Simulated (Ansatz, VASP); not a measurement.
**SiO2: VASP beside Ansatz**

The input INCAR:

```
ALGO = Normal ; EDIFF = 1E-6
EDIFFG = -0.002 ; ENCUT = 600
GGA = CA ; IBRION = 2
ISIF = 3 ; ISMEAR = 0
LASPH = T ; LCHARG = F
LREAL = F ; LWAVE = F
NELM = 100 ; NSW = 100
PREC = Accurate ; SIGMA = 0.02
```

File KPOINTS:

```
k-points
0
Gamma
  6 6 8
```

The input POSCAR:

```
SiO2
1.0
    4.1865000000      0.0000000000      0.0000000000
    0.0000000000      4.1865000000      0.0000000000
    0.0000000000      0.0000000000      2.6684000000
Si O
2 4
Direct
    0.0000000000      0.0000000000      0.0000000000
    0.5000000000      0.5000000000      0.5000000000
    0.3059000000      0.3059000000      0.0000000000
    0.1941000000      0.8059000000      0.5000000000
    0.6941000000      0.6941000000      0.0000000000
    0.8059000000      0.1941000000      0.5000000000
```

Input for Ansatz:

```yaml
crystal:
  lattice:
    - [4.1865, 0.0, 0.0]
    - [0.0, 4.1865, 0.0]
    - [0.0, 0.0, 2.6684]
  atoms:
    - { symbol: Si, position: [0.0, 0.0, 0.0] }
    - { symbol: Si, position: [0.5, 0.5, 0.5] }
    - { symbol: O, position: [0.3059, 0.3059, 0.0] }
    - { symbol: O, position: [0.1941, 0.8059, 0.5] }
    - { symbol: O, position: [0.6941, 0.6941, 0.0] }
    - { symbol: O, position: [0.8059, 0.1941, 0.5] }
basis:
  ecutwfc: 420
kpoints:
  mp_grid: { grid: [6, 6, 8] }
hamiltonian:
  xc: lda
  pseudopotentials: { kind: paw, azcp: { folder: soft_1 } }
scf:
  occupations: { method: gaussian, width: 0.02 }
output:
  forces: true
  stress: true
  eigenvalues: true
relax:
  adjacent_minimum: "off"
  f_tol: 0.002
  max_steps: 80
  cell: { stress_tol: 0.02 }
```

Alike in both runs: task relaxation of cell and atoms; functional LDA; k mesh 6 × 6 × 8; occupations gaussian, width 0.02 eV; no spin polarisation.

```csv
,VASP,Ansatz
version,VASP 6.6.1,Ansatz 0.2.0
potentials or method,"VASP PAW LDA potentials, release 64 (Si, O), cutoff 600 eV","scalar-relativistic, plane waves, PAW"
valence electrons in the cell,32,32
```

```tsv
	VASP	Ansatz	Ansatz less VASP
gap on the k mesh at the Fermi level, each at its own relaxed structure (eV)	5.78	5.82	+0.035
relaxed volume (Å³/atom)	7.67	7.66	-0.010
relaxed cell length with the largest relative difference (Å)	2.666	2.661	-0.0046
```

Ansatz warns that its potentials were made for another functional, while VASP's fit it. LDA's correlation is that of Perdew and Zunger in VASP and of Perdew and Wang (1992) in Ansatz.
